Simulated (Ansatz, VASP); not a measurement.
## MgO in VASP and in Ansatz

File POSCAR:

```
MgO
1.0
    0.0000000000      2.0970013927      2.0970013927
    2.0970013927      0.0000000000      2.0970013927
    2.0970013927      2.0970013927      0.0000000000
Mg O
1 1
Direct
    0.0000000000      0.0000000000      0.0000000000
    0.5000000000      0.5000000000      0.5000000000
```

Contents of INCAR.step1:

```
ALGO = Normal ; EDIFF = 1E-4
ENCUT = 520 ; GGA = PE
GGA_COMPAT = False ; ISMEAR = 1
LASPH = True ; LCHARG = False
LREAL = False ; LSORBIT = True
LWAVE = True ; MAGMOM = 0 0 0 0 0 0
NBANDS = 20 ; NELM = 150
PREC = Accurate ; SIGMA = 0.15
```

File INCAR.step2:

```
ALGO = Normal ; EDIFF = 1E-6
ENCUT = 520 ; GGA_COMPAT = False
ISIF = 2 ; ISMEAR = 1
ISTART = 1 ; IVDW = 13
LASPH = True ; LCHARG = False
LMIXTAU = True ; LORBIT = 11
LORBMOM = True ; LREAL = False
LSORBIT = True ; LWAVE = False
MAGMOM = 0 0 0 0 0 0 ; METAGGA = R2SCAN
NBANDS = 20 ; NELM = 150
PREC = Accurate ; SIGMA = 0.15
VDW_A1 = 0.51559235 ; VDW_A2 = 5.77342911
VDW_S6 = 1.0 ; VDW_S8 = 0.6018749
```

Contents of KPOINTS:

```
k-points
0
Gamma
  11 11 11
```

Contents of input.yaml:

```yaml
crystal:
  lattice:
    - [0.0, 2.0970013927, 2.0970013927]
    - [2.0970013927, 0.0, 2.0970013927]
    - [2.0970013927, 2.0970013927, 0.0]
  atoms:
    - { symbol: Mg, position: [0.0, 0.0, 0.0] }
    - { symbol: O, position: [0.5, 0.5, 0.5] }
hamiltonian:
  xc: r2scan
  pseudopotentials: { kind: paw, source: ansatz }
  dispersion: d4
kpoints:
  mp_grid: { grid: [11, 11, 11] }
  band_path:
    path:
      - [[0.0, 0.0, 0.0], [0.5, 0.0, 0.5], [0.5, 0.25, 0.75], [0.375, 0.375, 0.75], [0.0, 0.0, 0.0], [0.5, 0.5, 0.5], [0.625, 0.25, 0.625], [0.5, 0.25, 0.75], [0.5, 0.5, 0.5], [0.375, 0.375, 0.75]]
      - [[0.625, 0.25, 0.625], [0.5, 0.0, 0.5]]
    npoints: 14
scf:
  occupations: { method: cold, width: 0.15 }
  n_extra_bands: 6
output:
  forces: true
  stress: true
  eigenvalues: true
  fatbands: true
magnetization:
  noncollinear: true
  spin_orbit: true
basis:
  ecutrho_ratio: 8
```

Alike in both runs: functional r2SCAN; dispersion D4; k mesh 11 × 11 × 11; non-collinear spin, spin-orbit coupling.

```csv
,VASP,Ansatz
version,VASP 6.6.1,Ansatz 0.2.0
potentials or method,"VASP PAW PBE potentials, release 64 (Mg, O)",Ansatz PAW earlier set
plane-wave cutoff (eV),520,1050
occupations,"methfessel-paxton of order 1, width 0.15 eV","cold, width 0.15 eV"
valence electrons in the cell,8,16
task,single point,band structure
```

Ansatz gave:

```
pressure (GPa) : 0.0
```

Problem. Estimate VASP's values.

Solution. Pressure (GPa): -1.2.

VASP's potentials were made for PBE, not for r2SCAN. VASP's potentials hold 8 valence electrons a cell and Ansatz's 16, so a difference there can come from the potentials and not from the codes.
